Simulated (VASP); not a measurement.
# Ca2SnF6 (Fm-3m) in VASP: notebook

Ca2SnF6 is run at these levels: PBE; tasks: relaxation of cell and atoms.

All numbers are computed with VASP 6.6.1; they aren't measurements. Logs are shortened: lines on timing, memory, paths and dates and some standing lists are left out, and cuts for length are marked.

**1. The cell of the first run**

Symmetry: Fm-3m, No. 225, cubic system. Conventional cell: a = 7.942 Å, b = 7.942 Å, c = 7.942 Å, α = 90.00°, β = 90.00°, γ = 90.00°. Ca (site symmetry -43m) has 12 F at 2.81 Å and 4 Sn at 3.44 Å within 3.7 Å. Sn (site symmetry m-3m) has 6 F at 1.99 Å within 2.6 Å. F (site symmetry 4mm) has 1 Sn at 1.99 Å within 2.6 Å.

**2. Relaxation of cell and atoms, PBE**

File INCAR:

```
PREC = Accurate ; ENCUT = 600
EDIFF = 1E-6 ; ISMEAR = 0
SIGMA = 0.1 ; LREAL = F
LASPH = T ; NELM = 60
ALGO = Normal ; ISIF = 3
LWAVE = F ; LCHARG = F
GGA = PE ; IBRION = 2
NSW = 90 ; EDIFFG = -0.04
```

File KPOINTS:

```
Automatic mesh
0
Gamma
  4 4 4
```

File POSCAR:

```
Ca2SnF6
1.0
    0.0000000000      3.9709719500      3.9709719500
    3.9709719500      0.0000000000      3.9709719500
    3.9709719500      3.9709719500      0.0000000000
Ca Sn F
2 1 6
Direct
    0.2500000000      0.2500000000      0.2500000000
    0.7500000000      0.7500000000      0.7500000000
    0.0000000000      0.0000000000      0.0000000000
    0.7500000000      0.2500000000      0.2500000000
    0.2500000000      0.7500000000      0.7500000000
    0.2500000000      0.7500000000      0.2500000000
    0.7500000000      0.2500000000      0.7500000000
    0.2500000000      0.2500000000      0.7500000000
    0.7500000000      0.7500000000      0.2500000000
```

Potentials or basis: VASP PAW PBE potentials, release 64 (Ca_sv, Sn_d, F).

Command:

```console
$ cat potpaw_PBE.64/Ca_sv/POTCAR potpaw_PBE.64/Sn_d/POTCAR potpaw_PBE.64/F/POTCAR > POTCAR
$ mpirun -np 1 vasp_std > vasp.out
```

OUTCAR:

```text
PREC = Accurate
   ENCUT = 600
   EDIFF = 1E-6
   ISMEAR = 0
   LREAL = F
   LASPH = T
   NELM = 60
   ISIF = 3
   GGA = PE
   IBRION = 2
   NSW = 90
   EDIFFG = -0.04

 ion  position               nearest neighbor table
   1  0.250  0.250  0.250-   3 3.44   3 3.44   3 3.44   3 3.44
   2  0.750  0.750  0.750-   3 3.44   3 3.44   3 3.44   3 3.44
   3  0.000  0.000  0.000-   4 1.99   5 1.99   6 1.99   7 1.99   8 1.99   9 1.99   1 3.44   2 3.44
                             2 3.44   2 3.44   2 3.44   1 3.44   1 3.44   1 3.44
   4  0.750  0.250  0.250-   3 1.99
   5  0.250  0.750  0.750-   3 1.99
   6  0.250  0.750  0.250-   3 1.99
   7  0.750  0.250  0.750-   3 1.99
   8  0.250  0.250  0.750-   3 1.99
   9  0.750  0.750  0.250-   3 1.99

  LATTYP: Found a face centered cubic cell.
 ALAT       =     7.9419439000

  Lattice vectors:

 A1 = (   0.0000000000,   3.9709719500,   3.9709719500)
 A2 = (   3.9709719500,   0.0000000000,   3.9709719500)
 A3 = (   3.9709719500,   3.9709719500,   0.0000000000)

Analysis of symmetry for initial positions (statically):
[... 33 lines left out ...]
                                     Primitive cell

  volume of cell :     125.2335

  direct lattice vectors                    reciprocal lattice vectors
     0.000000000  3.970971950  3.970971950    -0.125913758  0.125913758  0.125913758
     3.970971950  0.000000000  3.970971950     0.125913758 -0.125913758  0.125913758
     3.970971950  3.970971950  0.000000000     0.125913758  0.125913758 -0.125913758

  length of vectors
     5.615802387  5.615802387  5.615802387     0.218089026  0.218089026  0.218089026

  position of ions in fractional coordinates (direct lattice)
     0.250000000  0.250000000  0.250000000
     0.750000000  0.750000000  0.750000000
     0.000000000  0.000000000  0.000000000
     0.750000000  0.250000000  0.250000000
     0.250000000  0.750000000  0.750000000
     0.250000000  0.750000000  0.250000000
     0.750000000  0.250000000  0.750000000
     0.250000000  0.250000000  0.750000000
     0.750000000  0.750000000  0.250000000

  ion indices of the primitive-cell ions
   primitive index   ion index
                 1           1
                 2           2
                 3           3
                 4           4
                 5           5
                 6           6
                 7           7
                 8           8
                 9           9

----------------------------------------------------------------------------------------

 KPOINTS: Automatic mesh

Automatic generation of k-mesh.
 Grid dimensions read from file:
 generate k-points for:    4    4    4

 Generating k-lattice:

[... 27 lines left out ...]
   number of dos      NEDOS =    301   number of ions     NIONS =      9
   total plane-waves  NPLWV = 110592
   dimension x,y,z NGX =    48 NGY =   48 NGZ =   48
   dimension x,y,z NGXF=    96 NGYF=   96 NGZF=   96
   ions per type =               2   1   6
   NGX,Y,Z   is equivalent  to a cutoff of  14.21, 14.21, 14.21 a.u.
   NGXF,Y,Z  is equivalent  to a cutoff of  28.42, 28.42, 28.42 a.u.
 SYSTEM =  unknown system
   PREC   = accura    normal or accurate (medium, high low for compatibility)
   ISTART =      0    job   : 0-new  1-cont  2-samecut
   ICHARG =      2    charge: 1-file 2-atom 10-const
   ISPIN  =      1    spin polarized calculation?
   LNONCOLLINEAR =      F non collinear calculations
   LSORBIT =      F    spin-orbit coupling
   LASPH  =      T    aspherical Exc in radial PAW
   ENCUT  =  600.0 eV  44.10 Ry    6.64 a.u.  11.22 11.22 11.22*2*pi/ulx,y,z
   NELM   =     60;   NELMIN=  2; NELMDL= -5     # of ELM steps
   EDIFF  = 0.1E-05   stopping-criterion for ELM
   LREAL  =      F    real-space projection
   EDIFFG = -.4E-01   stopping-criterion for IOM
   NSW    =     90    number of steps for IOM
   IBRION =      2    ionic relax: 0-MD 1-quasi-New 2-CG
   NFREE  =      1    steps in history (QN), initial steepest desc. (CG)
   ISIF   =      3    stress and relaxation
   ISYM   =      2    0-nonsym 1-usesym 2-fastsym
   POTIM  = 0.5000    time-step for ionic-motion
   TEBEG  =    0.0;   TEEND  =   0.0 temperature during run
   PSTRESS=    0.0 pullay stress
   NELECT =      76.0000    total number of electrons
   NUPDOWN=      -1.0000    fix difference up-down
   EMIN   =  10.00;   EMAX   =-10.00  energy-range for DOS
   EFERMI =   0.00;   METHOD = LEGACY
   ISMEAR =     0;   SIGMA  =   0.10  broadening in eV -4-tet -1-fermi 0-gaus
   EFERMI_NEDOS =   21; number of points for ismear=-14 and -15
   IALGO  =     38    algorithm
   IMIX   =      4    mixing-type and parameters
     AMIX     =   0.40;   BMIX     =  1.00
     AMIX_MAG =   1.60;   BMIX_MAG =  1.00
  volume/ion in A,a.u.               =      13.91        93.90
  Fermi-wavevector in a.u.,A,eV,Ry     =   1.386030  2.619216 26.137858  1.921078
  Thomas-Fermi vector in A             =   2.510384
   LORBIT       =      0    0 simple, 1 ext, 2 COOP (PROOUT), +10 PAW based schemes
   GGA     = PE    functional components
   LHFCALC =     F    Hartree Fock is set to
   AEXX    =    0.0000 exact exchange contribution
   IVDW    =     0    specifies the selected vdW correction
   LEPSILON=     F    determine dielectric tensor
   LRPA    =     F    only Hartree local field effects (RPA)
 conjugate gradient relaxation of ions
 non-spin polarized calculation
 Gauss-broadening in eV      SIGMA  =   0.10
  energy-cutoff  :      600.00
  volume of cell :      125.23
 maximum number of plane-waves:      4279
 NGX is ok and might be reduce to    48
   NGX = 23   NGY = 23   NGZ = 23

--------------------------------------- Ionic step        1  -------------------------------------------

 number of electron      76.0000006 magnetization

 Free energy of the ion-electron system (eV)
  ---------------------------------------------------
  ext. energy  EPLUGINS =         0.00000000
  ---------------------------------------------------
  free energy    TOTEN  =       -40.25527999 eV

  energy without entropy =      -40.24891943  energy(sigma->0) =      -40.25209971

 E-fermi :   6.9256     XC(G=0):  -9.9555

 val. band max:        6.8794161767   @ k =  -0.2500   0.5000   0.2500
 cond. band min:       7.1206263572   @ k =   0.2500   0.0000   0.0000
 fundamental gap:      0.2412101805
 Fermi energy:         6.9256061824

 k-point     1 :       0.0000    0.0000    0.0000
  band No.  band energies     occupation
      1     -37.3758      2.00000
      2     -37.3636      2.00000
      3     -20.4431      2.00000
      4     -20.2077      2.00000
      5     -20.2077      2.00000
      6     -19.7697      2.00000
[... 630 lines left out ...]
--------------------------------------- Ionic step        7  -------------------------------------------

 number of electron      75.9999989 magnetization

 Free energy of the ion-electron system (eV)
  ---------------------------------------------------
  ext. energy  EPLUGINS =         0.00000000
  ---------------------------------------------------
  free energy    TOTEN  =       -42.40506842 eV

  energy without entropy =      -42.40506842  energy(sigma->0) =      -42.40506842

 E-fermi :   4.5427     XC(G=0):  -9.3996

 val. band max:        4.0159382238   @ k =  -0.2500   0.5000   0.2500
 cond. band min:       5.4330929507   @ k =   0.0000   0.0000   0.0000
 fundamental gap:      1.4171547269
 Fermi energy:         4.5426693009

 k-point     1 :       0.0000    0.0000    0.0000
  band No.  band energies     occupation
      1     -39.2609      2.00000
      2     -39.2550      2.00000
      3     -20.1914      2.00000
      4     -20.1914      2.00000
      5     -20.1914      2.00000
      6     -20.1615      2.00000
[... 409 lines left out ...]
  FREE ENERGIE OF THE ION-ELECTRON SYSTEM (eV)
  ---------------------------------------------------
  free  energy   TOTEN  =       -42.4050684240 eV

  energy  without entropy=      -42.4050684240  energy(sigma->0) =      -42.40506842

 reached required accuracy - stopping structural energy minimisation
```

CONTCAR:

```text
Ca2SnF6
   1.00000000000000
    -0.0000000000000000    4.1334705123500646    4.1334705123500637
     4.1334705123500637   -0.0000000000000000    4.1334705123500637
     4.1334705123500637    4.1334705123500646   -0.0000000000000000
  Ca              Sn              F
     2     1     6
Direct
     0.2500000000000000    0.2500000000000000    0.2500000000000000
     0.7500000000000000    0.7500000000000000    0.7500000000000000
     0.0000000000000000    0.0000000000000000    0.0000000000000000
     0.7324645422570756    0.2675354577429244    0.2675354577429244
     0.2675354577429244    0.7324645422570756    0.7324645422570756
     0.2675354577429244    0.7324645422570756    0.2675354577429244
     0.7324645422570756    0.2675354577429244    0.7324645422570756
     0.2675354577429244    0.2675354577429244    0.7324645422570756
     0.7324645422570756    0.7324645422570756    0.2675354577429244

  0.00000000E+00  0.00000000E+00  0.00000000E+00
  0.00000000E+00  0.00000000E+00  0.00000000E+00
  0.00000000E+00  0.00000000E+00  0.00000000E+00
  0.00000000E+00  0.00000000E+00  0.00000000E+00
  0.00000000E+00  0.00000000E+00  0.00000000E+00
  0.00000000E+00  0.00000000E+00  0.00000000E+00
  0.00000000E+00  0.00000000E+00  0.00000000E+00
  0.00000000E+00  0.00000000E+00  0.00000000E+00
  0.00000000E+00  0.00000000E+00  0.00000000E+00
```

Run time: 10 min. Hardware: 1 thread of Oxide Virtual Turin-like, shared host; peak memory 0.33 GiB.

Results:

| Item | Value |
| --- | --- |
| Free energy | -42.4051 eV |
| Relaxed volume | 15.69 Å³/atom |
| Relaxed cell | a = 5.846 Å, b = 5.846 Å, c = 5.846 Å, α = 60.00°, β = 60.00°, γ = 60.00° |
| Space group after relaxing (to 0.05 Å) | Fm-3m (No. 225) |
| Energy gained by relaxing | 238.9 meV/atom |
| Ionic steps | 7 |
| Pressure after relaxing | 0.0 GPa |
| Band gap on the k mesh | 1.42 eV, indirect (least direct gap 1.81 eV) |

The path:
```csv
step,energy change (eV),largest force (eV/Å),pressure (GPa),volume (Å³)
1,0.0000,3.1686,19.55,125.23
2,-1.7397,0.7418,-6.30,158.60
3,-2.1052,0.1884,-1.23,147.32
4,-2.1058,0.2339,-0.96,146.86
5,-2.1284,0.1671,-0.69,145.08
6,-2.1471,0.0604,0.29,139.81
7,-2.1498,0.0084,0.00,141.25
```

Final structure:
```
Ca Sn F
1.0
     0.00000    4.13347    4.13347
     4.13347    0.00000    4.13347
     4.13347    4.13347    0.00000
Ca Sn F
2 1 6
Direct
  0.25000 0.25000 0.25000
  0.75000 0.75000 0.75000
  0.00000 0.00000 0.00000
  0.73246 0.26754 0.26754
  0.26754 0.73246 0.73246
  0.26754 0.73246 0.26754
  0.73246 0.26754 0.73246
  0.26754 0.26754 0.73246
  0.73246 0.73246 0.26754
```

Levels at points of the mesh, in eV from the valence-band top:
```tsv
k point	band 35	band 36	band 37	band 38	band 39	band 40	band 41	band 42
(0.00, 0.00, 0.00)	-4.26	-4.21	-4.21	-1.41	1.42	1.42	1.65	1.65
(0.50, 0.00, 0.00)	-4.44	-4.28	-4.28	-0.25	1.93	2.02	2.02	2.29
(0.50, 0.50, 0.00)	-4.64	-4.30	-4.22	-0.02	1.79	2.07	2.41	2.46
```

Caveat: spin-orbit coupling is left out, which moves the levels of the heavy elements.

**3. Relaxation of cell and atoms, PBE**

This run uses another cell than the first one, of 15.71 Å³/atom, 1.129 times its volume.

File INCAR:

```
PREC = Accurate ; ENCUT = 600
EDIFF = 1E-6 ; ISMEAR = 0
SIGMA = 0.02 ; LREAL = F
LASPH = T ; NELM = 100
ALGO = Normal ; ISIF = 3
LWAVE = F ; LCHARG = F
GGA = PE ; IBRION = 2
NSW = 100 ; EDIFFG = -0.01
```

File KPOINTS:

```
regular mesh
0
Gamma
  6 6 6
```

File POSCAR:

```
Ca2SnF6
1.0
    0.0000000000      4.1348313059      4.1348313059
    4.1348313059      0.0000000000      4.1348313059
    4.1348313059      4.1348313059      0.0000000000
Ca Sn F
2 1 6
Direct
    0.2500000000      0.2500000000      0.2500000000
    0.7500000000      0.7500000000      0.7500000000
    0.0000000000      0.0000000000      0.0000000000
    0.7326817418      0.2673182582      0.2673182582
    0.2673182582      0.7326817418      0.7326817418
    0.2673182582      0.7326817418      0.2673182582
    0.7326817418      0.2673182582      0.7326817418
    0.2673182582      0.2673182582      0.7326817418
    0.7326817418      0.7326817418      0.2673182582
```

Potentials or basis: VASP PAW PBE potentials, release 64 (Ca_sv, Sn_d, F).

Command:

```console
$ cat potpaw_PBE.64/Ca_sv/POTCAR potpaw_PBE.64/Sn_d/POTCAR potpaw_PBE.64/F/POTCAR > POTCAR
$ mpirun -np 1 vasp_std > vasp.out
```

Run time: 9.5 min. Hardware: 1 thread of Oxide Virtual Turin-like, shared host; peak memory 0.37 GiB.

It converged, with:

```yaml
Free_energy: -42.4379 eV
Relaxed_volume: 15.67 Å³/atom
Relaxed_cell: a = 5.843 Å, b = 5.843 Å, c = 5.843 Å, α = 60.00°, β = 60.00°, γ = 60.00°
Space_group_after_relaxing_to_0.05_Å: Fm-3m (No. 225)
Energy_gained_by_relaxing: 0.0 meV/atom
Ionic_steps: 4
Pressure_after_relaxing: -0.1 GPa
Largest_force_after_relaxing: 0.009 eV/Å
Band_gap_on_the_k_mesh: 1.43 eV, indirect (least direct gap 1.82 eV)
```

Forces in eV/Å, atoms in the order of the input:
```
Ca   0.000  0.000  0.000
Ca   0.000  0.000  0.000
Sn   0.000  0.000  0.000
F   -0.009  0.000  0.000
F    0.009  0.000  0.000
F    0.000 -0.009  0.000
F    0.000  0.009  0.000
F    0.000  0.000 -0.009
F    0.000  0.000  0.009
```

Step by step:
| step | energy change (eV) | largest force (eV/Å) | pressure (GPa) | volume (Å³) |
| --- | --- | --- | --- | --- |
| 1 | 0.0000 | 0.0255 | -0.06 | 141.39 |
| 2 | -0.0002 | 0.0142 | -0.11 | 141.26 |
| 3 | -0.0003 | 0.0216 | -0.08 | 140.90 |
| 4 | -0.0004 | 0.0094 | -0.08 | 141.03 |

Final structure:
```cif
data_structure
_symmetry_space_group_name_H-M 'P 1'
_symmetry_Int_Tables_number 1
_cell_length_a 5.8426
_cell_length_b 5.8426
_cell_length_c 5.8426
_cell_angle_alpha 60.000
_cell_angle_beta 60.000
_cell_angle_gamma 60.000
_cell_volume 141.03
loop_
_atom_site_label
_atom_site_type_symbol
_atom_site_fract_x
_atom_site_fract_y
_atom_site_fract_z
_atom_site_occupancy
Ca1 Ca 0.25000 0.25000 0.25000 1
Ca2 Ca 0.75000 0.75000 0.75000 1
Sn1 Sn 0.00000 0.00000 0.00000 1
F1 F 0.73224 0.26776 0.26776 1
F2 F 0.26776 0.73224 0.73224 1
F3 F 0.26776 0.73224 0.26776 1
F4 F 0.73224 0.26776 0.73224 1
F5 F 0.26776 0.26776 0.73224 1
F6 F 0.73224 0.73224 0.26776 1
```

Levels at points of the mesh, in eV from the valence-band top:
```tsv
k point	band 35	band 36	band 37	band 38	band 39	band 40	band 41	band 42
(0.00, 0.00, 0.00)	-4.25	-4.20	-4.20	-1.41	1.43	1.43	1.66	1.66
(0.50, 0.00, 0.00)	-4.43	-4.27	-4.27	-0.24	1.94	2.03	2.03	2.31
(0.50, 0.50, 0.00)	-4.63	-4.29	-4.20	-0.01	1.80	2.08	2.42	2.48
```

Caveat: spin-orbit coupling is left out, which moves the levels of the heavy elements. A k mesh can miss the band edges.
